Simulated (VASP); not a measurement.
Runs of VASP 6.6.1 on GeB2C3. The structure is that of space group P4/mmm (No. 123), or close to it. The cells are those of the table. 

| task | cell | k mesh | cutoff (eV) | gap on the mesh (eV) | pressure (GPa) | largest force (eV/Å) |
| --- | --- | --- | --- | --- | --- | --- |
| relaxation of cell and atoms | relaxed from a = 2.847, b = 2.847, c = 8.619 Å, 6 atoms | 6 × 6 × 2 | 600 | - | -0.3 | 0.02 |
| single point | a = 2.586, b = 2.586, c = 7.946 Å, 6 atoms | 14 × 14 × 6 | 520 | none | (a) | 0.04 |
| single point | a = 2.595, b = 2.595, c = 7.908 Å, 6 atoms | 6 × 6 × 2 | 520 | none | (b) | 0.03 |
| single point | a = 2.847, b = 2.847, c = 8.619 Å, 6 atoms | 6 × 6 × 2 | 520 | none | -24.1 | 1.07 |

Alike in all rows: level PBE; potentials or basis VASP PAW PBE potentials, release 64 (Ge_d, B, C); no spin polarisation; smearing gaussian 0.1 eV.

Problem. Fill in the values left out.

Solution. (a) 0.1; (b) -0.1.

Caveats: some runs use coarse meshes; the bands computed are all filled at some k points, so no gap is given (some runs); forces of over 1 eV/Å act on the atoms, so gaps and moduli don't describe the material at rest (some runs).

A k mesh can miss the band edges, and the runs leave out spin-orbit coupling on Ge.

A gap of «none» marks levels without a gap at the run's occupations.
